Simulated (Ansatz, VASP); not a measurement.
**Two plane-wave programs on InSb3**

```
In Sb
1.0
     4.87032   -0.05509   -0.05509
    -0.05509    4.87032   -0.05509
    -0.05509   -0.05509    4.87032
In Sb
1 3
Direct
  0.00000 0.00000 0.00000
  0.50000 0.00000 0.50000
  0.00000 0.50000 0.50000
  0.50000 0.50000 0.00000
```

Change from the starting cell: equal engineering shear yz, xz and xy -0.0233, equal normal strain along x, y and z +0.0300.

Alike in both runs: task single point; functional PBEsol; k mesh 8 × 8 × 8; occupations gaussian, width 0.15 eV; no spin polarisation.

```csv
,VASP,Ansatz
version,VASP 6.6.1,Ansatz 0.2.0
potentials or method,"VASP PAW PBE potentials, release 64 (In_d, Sb), cutoff 520 eV","scalar-relativistic, plane waves, PAW"
valence electrons in the cell,28,58
```

Ansatz gave:

```
gap on the k mesh at the Fermi level (eV)                     : none
pressure (GPa)                                                : -4.2
traceless stress, the component that is largest in VASP (GPa) : 0.35
```

Task: Estimate VASP's values.

Result: gap on the k mesh at the Fermi level (eV): none; pressure (GPa): -4.3; traceless stress, the component that is largest in VASP (GPa): 0.35.

VASP's potentials were made for PBE, not for PBEsol, and Ansatz warns of the same on its side. A gap of «none» marks a metal or a gap that the smearing closes. VASP's potentials hold 28 valence electrons a cell and Ansatz's 58, so a difference there can come from the potentials and not from the codes.

Neither program's run includes spin-orbit coupling.
